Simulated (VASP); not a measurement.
# Cu (Pm-3m) in VASP: a series of runs

The runs below take Cu through single point, with PBEsol.

Everything below comes from runs of VASP 6.6.1. Logs are shortened: lines on timing, memory, paths and dates and some standing lists are left out, and cuts for length are marked.

**1. The cell of the first run**

The structure is cubic, space group Pm-3m (No. 221). The conventional cell has a = 2.295 Å, b = 2.295 Å, c = 2.295 Å, α = 90.00°, β = 90.00°, γ = 90.00°. Within 3.0 Å of Cu (site symmetry m-3m) lie 6 Cu at 2.29 Å.

**2. Single point, PBEsol (volume scaled by 0.92)**

INCAR

```
PREC = Accurate ; ENCUT = 520
EDIFF = 1E-6 ; ISMEAR = -1
SIGMA = 0.1 ; LREAL = F
LASPH = T ; NELM = 100
ALGO = Normal ; ISIF = 2
LWAVE = F ; LCHARG = F
GGA = PS ; NBANDS = 12
```

KPOINTS

```
regular mesh
0
Gamma
  15 15 15
```

POSCAR

```
Cu
1.0
    2.2949379888      0.0000000000      0.0000000000
    0.0000000000      2.2949379888      0.0000000000
    0.0000000000      0.0000000000      2.2949379888
Cu
1
Direct
    0.0000000000      0.0000000000      0.0000000000
```

Potentials or basis: VASP PAW PBE potentials, release 64 (Cu).

On the command line:

```sh
cat potpaw_PBE.64/Cu/POTCAR > POTCAR
mpirun -np 1 vasp_std > vasp.out
```

OUTCAR:

```text
PREC = Accurate
   ENCUT = 520
   EDIFF = 1E-6
   ISMEAR = -1
   LREAL = F
   LASPH = T
   NELM = 100
   ISIF = 2
   GGA = PS

 ion  position               nearest neighbor table
   1  0.000  0.000  0.000-

  LATTYP: Found a simple cubic cell.
 ALAT       =     2.2949379888

  Lattice vectors:

 A1 = (   2.2949379888,   0.0000000000,   0.0000000000)
 A2 = (   0.0000000000,   2.2949379888,   0.0000000000)
 A3 = (   0.0000000000,   0.0000000000,   2.2949379888)

Analysis of symmetry for initial positions (statically):
=====================================================================
 Subroutine PRICEL returns:
 Original cell was already a primitive cell.

 Routine SETGRP: Setting up the symmetry group for a
 simple cubic supercell.

 Subroutine GETGRP returns: Found 48 space group operations
 (whereof 48 operations were pure point group operations)
 out of a pool of 48 trial point group operations.

The static configuration has the point symmetry O_h .

Analysis of symmetry for dynamics (positions and initial velocities):
=====================================================================
 Subroutine PRICEL returns:
 Original cell was already a primitive cell.

 Routine SETGRP: Setting up the symmetry group for a
 simple cubic supercell.

 Subroutine GETGRP returns: Found 48 space group operations
 (whereof 48 operations were pure point group operations)
 out of a pool of 48 trial point group operations.

The dynamic configuration has the point symmetry O_h .

 Subroutine INISYM returns: Found 48 space group operations
 (whereof 48 operations are pure point group operations),
 and found     1 'primitive' translations

----------------------------------------------------------------------------------------

                                     Primitive cell

  volume of cell :      12.0868

  direct lattice vectors                    reciprocal lattice vectors
     2.294937989  0.000000000  0.000000000     0.435741621  0.000000000  0.000000000
     0.000000000  2.294937989  0.000000000     0.000000000  0.435741621  0.000000000
     0.000000000  0.000000000  2.294937989     0.000000000  0.000000000  0.435741621

  length of vectors
     2.294937989  2.294937989  2.294937989     0.435741621  0.435741621  0.435741621

[... 77 lines left out ...]
   NELM   =    100;   NELMIN=  2; NELMDL= -5     # of ELM steps
   EDIFF  = 0.1E-05   stopping-criterion for ELM
   LREAL  =      F    real-space projection
   EDIFFG = 0.1E-04   stopping-criterion for IOM
   NSW    =      0    number of steps for IOM
   IBRION =     -1    ionic relax: 0-MD 1-quasi-New 2-CG
   NFREE  =      0    steps in history (QN), initial steepest desc. (CG)
   ISIF   =      2    stress and relaxation
   ISYM   =      2    0-nonsym 1-usesym 2-fastsym
   POTIM  = 0.5000    time-step for ionic-motion
   TEBEG  =    0.0;   TEEND  =   0.0 temperature during run
   PSTRESS=    0.0 pullay stress
   NELECT =      11.0000    total number of electrons
   NUPDOWN=      -1.0000    fix difference up-down
   EMIN   =  10.00;   EMAX   =-10.00  energy-range for DOS
   EFERMI =   0.00;   METHOD = LEGACY
   ISMEAR =    -1;   SIGMA  =   0.10  broadening in eV -4-tet -1-fermi 0-gaus
   EFERMI_NEDOS =   21; number of points for ismear=-14 and -15
   IALGO  =     38    algorithm
   IMIX   =      4    mixing-type and parameters
     AMIX     =   0.40;   BMIX     =  1.00
     AMIX_MAG =   1.60;   BMIX_MAG =  1.00
  volume/ion in A,a.u.               =      12.09        81.57
  Fermi-wavevector in a.u.,A,eV,Ry     =   1.586481  2.998014 34.244786  2.516921
  Thomas-Fermi vector in A             =   2.685785
   LORBIT       =      0    0 simple, 1 ext, 2 COOP (PROOUT), +10 PAW based schemes
   GGA     = PS    functional components
   LHFCALC =     F    Hartree Fock is set to
   AEXX    =    0.0000 exact exchange contribution
   IVDW    =     0    specifies the selected vdW correction
   LEPSILON=     F    determine dielectric tensor
   LRPA    =     F    only Hartree local field effects (RPA)
 non-spin polarized calculation
  energy-cutoff  :      520.00
  volume of cell :       12.09
 maximum number of plane-waves:       341
 NGX is ok and might be reduce to    18
   NGX =  9   NGY =  9   NGZ =  9

 number of electron      10.9999975 magnetization

 Free energy of the ion-electron system (eV)
  ---------------------------------------------------
  ext. energy  EPLUGINS =         0.00000000
  ---------------------------------------------------
  free energy    TOTEN  =        -3.74909481 eV

  energy without entropy =       -3.74212315  energy(sigma->0) =       -3.74560898

 E-fermi :   6.9153     XC(G=0): -12.6894

 val. band max:        6.8802535460   @ k =   0.3333   0.3333   0.1333
 cond. band min:       7.2006668553   @ k =   0.4000   0.2000   0.2000
 fundamental gap:      0.3204133093
 Fermi energy:         6.9152769228

 k-point     1 :       0.0000    0.0000    0.0000
  band No.  band energies     occupation
      1      -2.0338      2.00000
      2       2.5485      2.00000
      3       2.5485      2.00000
      4       5.6312      1.99999
      5       5.6312      1.99999
      6       5.6312      1.99999
      7      26.0520      0.00000
      8      26.0520      0.00000
      9      26.0520      0.00000
     10      29.7039      0.00000
     11      29.7039      0.00000
     12      34.2200      0.00000
[... 331 lines left out ...]
 k-point    24 :       0.3333    0.2000    0.0000
  band No.  band energies     occupation
      1       1.6981      2.00000
      2       3.1328      2.00000
      3       3.8287      2.00000
      4       4.9545      2.00000
      5       5.2271      2.00000
      6       5.3802      2.00000
      7      14.1017      0.00000
      8      21.8566      0.00000
      9      30.6443      0.00000
     10      31.5399      0.00000
     11      32.7883      0.00000
     12      40.6640      0.00000

 [... further k-points ...]
[... 5 lines left out ...]
  --------------------------------------------------------------------------------------
  -------------------------------------------------------------------------------------
  Total        0.9925322      0.9925322      0.9925322     -0.0000000     -0.0000000      0.0000000
  in kB      131.5655854    131.5655854    131.5655854     -0.0000000     -0.0000000      0.0000000
  external PRESSURE =     131.5655854 kB  Pullay stress =       0.0000000 kB

 VOLUME and BASIS-vectors are now :
 -----------------------------------------------------------------------------
  energy-cutoff  :      520.00
  volume of cell :       12.09
      direct lattice vectors                 reciprocal lattice vectors
     2.294937989  0.000000000  0.000000000     0.435741621  0.000000000  0.000000000
     0.000000000  2.294937989  0.000000000     0.000000000  0.435741621  0.000000000
     0.000000000  0.000000000  2.294937989     0.000000000  0.000000000  0.435741621

 POSITION                                       TOTAL-FORCE (eV/Angst)
 -----------------------------------------------------------------------------------
      0.00000      0.00000      0.00000         0.000000      0.000000      0.000000
 -----------------------------------------------------------------------------------
    total drift:                                0.000000      0.000000      0.000000

  FREE ENERGIE OF THE ION-ELECTRON SYSTEM (eV)
  ---------------------------------------------------
  free  energy   TOTEN  =        -3.7490948075 eV

  energy  without entropy=       -3.7421231511  energy(sigma->0) =       -3.74560898
```

stdout:

```text
POSCAR found type information on POSCAR Cu
 POSCAR found :  1 types and       1 ions
 scaLAPACK will be used
 -----------------------------------------------------------------------------
|                                                                             |
|                                                                             |
|     You enforced a specific xc type in the INCAR file but a different       |
|     I HOPE YOU KNOW WHAT YOU ARE DOING!                                     |
|                                                                             |
 -----------------------------------------------------------------------------

 LDA part: xc-table for (Slater+PW92), standard interpolation
 POSCAR, INCAR and KPOINTS ok, starting setup
 FFT: planning ... GRIDC
 FFT: planning ... GRID_SOFT
 FFT: planning ... GRID
 WAVECAR not read
 entering main loop
```

It took 20 s on 1 thread of Intel Xeon 8259CL, shared host; peak memory 0.13 GiB.

Results:

* Free energy: -3.7491 eV
* Pressure: 13.2 GPa

Caveat: the cell differs from its parent crystal (volume scaled by 0.92); the PAW data sets were made with another functional, which shifts forces and pressure a little.

**3. Single point, PBEsol (volume scaled by 0.96)**

INCAR

```
  PREC = Accurate
  ENCUT = 520
  EDIFF = 1E-6
  ISMEAR = -1
  SIGMA = 0.1
  LREAL = False
  LASPH = True
  NELM = 60
  ALGO = Normal
  ISIF = 2
  LWAVE = False
  LCHARG = False
  GGA = PS
  NBANDS = 12
```

KPOINTS

```
Automatic mesh
0
Gamma
  15 15 15
```

POSCAR

```
Cu
1.0
    2.3277272473      0.0000000000      0.0000000000
    0.0000000000      2.3277272473      0.0000000000
    0.0000000000      0.0000000000      2.3277272473
Cu
1
Direct
    0.0000000000      0.0000000000      0.0000000000
```

Potentials or basis: VASP PAW PBE potentials, release 64 (Cu).

On the command line:

```sh
cat potpaw_PBE.64/Cu/POTCAR > POTCAR
mpirun -np 1 vasp_std > vasp.out
```

OUTCAR:

```text
PREC = Accurate
   ENCUT = 520
   EDIFF = 1E-6
   ISMEAR = -1
   LREAL = False
   LASPH = True
   NELM = 60
   ISIF = 2
   GGA = PS

 ion  position               nearest neighbor table
   1  0.000  0.000  0.000-

  LATTYP: Found a simple cubic cell.
 ALAT       =     2.3277272473

  Lattice vectors:

 A1 = (   2.3277272473,   0.0000000000,   0.0000000000)
 A2 = (   0.0000000000,   2.3277272473,   0.0000000000)
 A3 = (   0.0000000000,   0.0000000000,   2.3277272473)

Analysis of symmetry for initial positions (statically):
=====================================================================
 Subroutine PRICEL returns:
 Original cell was already a primitive cell.

 Routine SETGRP: Setting up the symmetry group for a
 simple cubic supercell.

 Subroutine GETGRP returns: Found 48 space group operations
 (whereof 48 operations were pure point group operations)
 out of a pool of 48 trial point group operations.

The static configuration has the point symmetry O_h .

Analysis of symmetry for dynamics (positions and initial velocities):
[... 158 lines left out ...]

 val. band max:        6.3632399236   @ k =   0.3333   0.3333   0.1333
 cond. band min:       6.6716558973   @ k =   0.4000   0.2000   0.2000
 fundamental gap:      0.3084159736
 Fermi energy:         6.4114403516

 k-point     1 :       0.0000    0.0000    0.0000
  band No.  band energies     occupation
      1      -2.2323      2.00000
      2       2.2507      2.00000
      3       2.2507      2.00000
      4       5.1457      1.99999
      5       5.1457      1.99999
      6       5.1457      1.99999
      7      25.0628      0.00000
      8      25.0628      0.00000
      9      25.0628      0.00000
     10      28.6345      0.00000
     11      28.6345      0.00000
     12      32.9243      0.00000
[... 331 lines left out ...]
 k-point    24 :       0.3333    0.2000    0.0000
  band No.  band energies     occupation
      1       1.4061      2.00000
      2       2.8033      2.00000
      3       3.4576      2.00000
      4       4.5132      2.00000
      5       4.7757      2.00000
      6       4.9111      2.00000
      7      13.3812      0.00000
      8      20.9471      0.00000
      9      29.5181      0.00000
     10      30.3659      0.00000
     11      31.7201      0.00000
     12      39.3678      0.00000

 [... further k-points ...]
[... 5 lines left out ...]
  --------------------------------------------------------------------------------------
  -------------------------------------------------------------------------------------
  Total        0.4781399      0.4781399      0.4781399      0.0000000      0.0000000     -0.0000000
  in kB       60.7392373     60.7392373     60.7392373      0.0000000      0.0000000     -0.0000000
  external PRESSURE =      60.7392373 kB  Pullay stress =       0.0000000 kB

 VOLUME and BASIS-vectors are now :
 -----------------------------------------------------------------------------
  energy-cutoff  :      520.00
  volume of cell :       12.61
      direct lattice vectors                 reciprocal lattice vectors
     2.327727247  0.000000000  0.000000000     0.429603598  0.000000000  0.000000000
     0.000000000  2.327727247  0.000000000     0.000000000  0.429603598  0.000000000
     0.000000000  0.000000000  2.327727247     0.000000000  0.000000000  0.429603598

 POSITION                                       TOTAL-FORCE (eV/Angst)
 -----------------------------------------------------------------------------------
      0.00000      0.00000      0.00000         0.000000      0.000000      0.000000
 -----------------------------------------------------------------------------------
    total drift:                               -0.000000      0.000000      0.000000

  FREE ENERGIE OF THE ION-ELECTRON SYSTEM (eV)
  ---------------------------------------------------
  free  energy   TOTEN  =        -3.7805024563 eV

  energy  without entropy=       -3.7732617393  energy(sigma->0) =       -3.77688210
```

stdout:

```text
POSCAR found type information on POSCAR Cu
 POSCAR found :  1 types and       1 ions
 scaLAPACK will be used
 -----------------------------------------------------------------------------
|                                                                             |
|                                                                             |
|     You enforced a specific xc type in the INCAR file but a different       |
|     I HOPE YOU KNOW WHAT YOU ARE DOING!                                     |
|                                                                             |
 -----------------------------------------------------------------------------

 LDA part: xc-table for (Slater+PW92), standard interpolation
 POSCAR, INCAR and KPOINTS ok, starting setup
 FFT: planning ... GRIDC
 FFT: planning ... GRID_SOFT
 FFT: planning ... GRID
 WAVECAR not read
 entering main loop
```

Run time: 21 s. Hardware: 1 thread of Intel Xeon 8259CL, shared host; peak memory 0.13 GiB.

Results:

* Free energy: -3.7805 eV
* Pressure: 6.1 GPa

Caveat: the cell differs from its parent crystal (volume scaled by 0.96); the PAW data sets were made with another functional, which shifts forces and pressure a little.

**4. Single point, PBEsol**

This run uses another cell than the first one, of 13.14 Å³/atom, 1.087 times its volume.

INCAR

```
ALGO     = Normal         # electronic algorithm
EDIFF    = 1E-7           # SCF threshold, eV
ENCUT    = 520            # plane-wave cutoff, eV
GGA      = PS             # functional
ISIF     = 2              # what is computed and relaxed
ISMEAR   = -1             # smearing method
LASPH    = T              # aspherical terms in the spheres
LCHARG   = F              # write CHGCAR
LREAL    = F              # projectors in reciprocal space
LWAVE    = F              # write WAVECAR
NBANDS   = 12             # bands
NELM     = 80             # most SCF steps
PREC     = Accurate       # precision mode
SIGMA    = 0.1            # smearing width, eV
```

KPOINTS

```
k-points
0
Gamma
  15 15 15
```

POSCAR

```
Cu
1.0
    2.3596178847      0.0000000000      0.0000000000
    0.0000000000      2.3596178847      0.0000000000
    0.0000000000      0.0000000000      2.3596178847
Cu
1
Direct
    0.0000000000      0.0000000000      0.0000000000
```

On the command line:

```sh
cat potpaw_PBE.64/Cu/POTCAR > POTCAR
mpirun -np 1 vasp_std > vasp.out
```

Wall time 24 s (1 thread of Intel Xeon 8259CL, shared host); peak memory 0.13 GiB.

It converged, with:

| Item | Value |
| --- | --- |
| Free energy | -3.7912 eV |
| Pressure | 0.5 GPa |

Levels at points of the mesh, in eV from the Fermi level:
```csv
k point,band 4,band 5,band 6,band 7,band 8,band 9
"(0.00, 0.00, 0.00)",-1.25,-1.25,-1.25,18.19,18.19,18.19
```

Caveat: the PAW data sets were made with another functional, which shifts forces and pressure a little.

**5. Single point, PBEsol (volume scaled by 1.04)**

INCAR

```
PREC = Accurate
ENCUT = 520
EDIFF = 1E-6
ISMEAR = -1
SIGMA = 0.1
LREAL = F
LASPH = T
NELM = 80
ALGO = Normal
ISIF = 2
LWAVE = F
LCHARG = T
GGA = PS
LELF = T
LVHAR = T
NBANDS = 12
```

KPOINTS

```
regular mesh
0
Gamma
  15 15 15
```

POSCAR

```
Cu
1.0
    2.3906690493      0.0000000000      0.0000000000
    0.0000000000      2.3906690493      0.0000000000
    0.0000000000      0.0000000000      2.3906690493
Cu
1
Direct
    0.0000000000      0.0000000000      0.0000000000
```

On the command line:

```sh
cat potpaw_PBE.64/Cu/POTCAR > POTCAR
mpirun -np 1 vasp_std > vasp.out
```

Wall time 25 s (1 thread of Intel Xeon 8259CL, shared host); peak memory 0.13 GiB.

Results (log left out):

- Free energy: -3.7854 eV
- Pressure: -3.4 GPa

Levels at points of the mesh, in eV from the Fermi level:
```csv
k point,band 2,band 3,band 4,band 5,band 6,band 7,band 8,band 9,band 10,band 11
"(0.00, 0.00, 0.00)",-3.81,-3.81,-1.24,-1.24,-1.24,17.76,17.76,17.76,21.20,21.20
```

Caveat: the cell differs from its parent crystal (volume scaled by 1.04); the PAW data sets were made with another functional, which shifts forces and pressure a little.

**6. Single point, PBEsol (volume scaled by 1.08)**

INCAR

```
SYSTEM = Cu
PREC = Accurate
ENCUT = 520
EDIFF = 1E-7
ISMEAR = -1
SIGMA = 0.1
LREAL = .False.
LASPH = .True.
NELM = 60
ALGO = Normal
ISIF = 2
LWAVE = .False.
LCHARG = .False.
GGA = PS
NBANDS = 12
```

KPOINTS

```
regular mesh
0
Gamma
  15 15 15
  0 0 0
```

POSCAR

```
Cu
1.0
    2.4209338957      0.0000000000      0.0000000000
    0.0000000000      2.4209338957      0.0000000000
    0.0000000000      0.0000000000      2.4209338957
Cu
1
Direct
    0.0000000000      0.0000000000      0.0000000000
```

Potentials or basis: VASP PAW PBE potentials, release 64 (Cu).

On the command line:

```sh
cat potpaw_PBE.64/Cu/POTCAR > POTCAR
mpirun -np 1 vasp_std > vasp.out
```

Run time: 28 s. Hardware: 1 thread of Intel Xeon 8259CL, shared host; peak memory 0.13 GiB.

The run converged. Its results:

```yaml
Free_energy: -3.7668 eV
Pressure: -7.4 GPa
```

Levels at points of the mesh, in eV from the Fermi level:
```
           k point  band 3  band 4  band 5  band 6  band 7  band 8  band 9  band 10
(0.00, 0.00, 0.00)   -3.66   -1.23   -1.23   -1.23   17.35   17.35   17.35    20.73
```

Caveat: the cell differs from its parent crystal (volume scaled by 1.08); the PAW data sets were made with another functional, which shifts forces and pressure a little.

**7. Summary**

```csv
cell,gap on the mesh (eV),pressure (GPa)
"a = 2.295 Å, 1 atom",none,13.2
"a = 2.328 Å, 1 atom",none,6.1
"a = 2.360 Å, 1 atom",none,0.5
"a = 2.391 Å, 1 atom",none,-3.4
"a = 2.421 Å, 1 atom",none,-7.4
```

Alike in all rows: task single point; level PBEsol; potentials or basis VASP PAW PBE potentials, release 64 (Cu); no spin polarisation; k mesh 15 × 15 × 15; cutoff (eV) 520; smearing fermi-dirac 0.1 eV.

Caveats: the PAW data sets were made with another functional, which shifts forces and pressure a little.

Absolute energies hang on the potentials; compare differences alone.
